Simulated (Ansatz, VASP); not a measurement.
**KMgF3 in VASP and in Ansatz**

INCAR

```
SYSTEM = KMgF3
PREC     = Accurate       ! precision mode
ENCUT    = 600            ! plane-wave cutoff, eV
EDIFF    = 1E-6           ! SCF threshold, eV
ISMEAR   = 0              ! smearing method
SIGMA    = 0.02           ! smearing width, eV
LREAL    = .FALSE.        ! projectors in reciprocal space
LASPH    = .TRUE.         ! aspherical terms in the spheres
NELM     = 120            ! most SCF steps
ALGO     = Normal         ! electronic algorithm
ISIF     = 2              ! what is computed and relaxed
LWAVE    = .FALSE.        ! write WAVECAR
LCHARG   = .FALSE.        ! write CHGCAR
GGA      = PS             ! functional
NBANDS   = 24             ! bands
GGA_COMPAT= .FALSE.
```

The input KPOINTS:

```
regular mesh
0
G
  6 6 6
  0 0 0
```

Contents of POSCAR:

```
KMgF3
1.0
    4.0511225850      0.0000000000      0.0000000000
    0.0000000000      3.9783221703      0.0000000000
    0.0000000000      0.0000000000      3.9783221703
K Mg F
1 1 3
Direct
    0.5000000000      0.5000000000      0.5000000000
    0.0000000000      0.0000000000      0.0000000000
    0.0000000000      0.5000000000      0.0000000000
    0.0000000000      0.0000000000      0.5000000000
    0.5000000000      0.0000000000      0.0000000000
```

Input for Ansatz:

```yaml
crystal:
  lattice:
    - [4.051122585, 0.0, 0.0]
    - [0.0, 3.9783221703, 0.0]
    - [0.0, 0.0, 3.9783221703]
  atoms:
    - { symbol: K, position: [0.5, 0.5, 0.5] }
    - { symbol: Mg, position: [0.0, 0.0, 0.0] }
    - { symbol: F, position: [0.0, 0.5, 0.0] }
    - { symbol: F, position: [0.0, 0.0, 0.5] }
    - { symbol: F, position: [0.5, 0.0, 0.0] }
basis:
  ecutwfc: 420
kpoints:
  mp_grid: { grid: [6, 6, 6] }
  band_path: { path: [VBM, CBM], npoints: 2 }
hamiltonian:
  xc: pbesol
scf:
  occupations: { method: gaussian, width: 0.02 }
output:
  forces: true
  stress: true
  eigenvalues: true
checkpoint:
  read: start.run
  write: ck
  compress: false
  write_wavefunctions: false
  write_every: 100000
```

Alike in both runs: task single point; functional PBEsol; k mesh 6 × 6 × 6; occupations gaussian, width 0.02 eV; no spin polarisation.

|  | VASP | Ansatz |
| --- | --- | --- |
| version | VASP 6.6.1 | Ansatz 0.2.0 |
| potentials or method | VASP PAW PBE potentials, release 64 (K_sv, Mg, F), cutoff 600 eV | scalar-relativistic, plane waves, PAW |
| valence electrons in the cell | 32 | 40 |

```tsv
	VASP	Ansatz	Ansatz less VASP
gap on the k mesh at the Fermi level (eV)	7.02	7.04	+0.021
least direct gap on the mesh (eV)	7.36	7.38	+0.020
pressure (GPa)	-1.0	-0.6	+0.48
traceless stress, the component that is largest in VASP (GPa)	-1.12	-1.12	0.000
```

VASP's potentials were made for PBE, not for PBEsol. The functional is the same, so the differences come from potentials, cutoffs and numerics. VASP's potentials hold 32 valence electrons a cell and Ansatz's 40, so a difference there can come from the potentials and not from the codes.
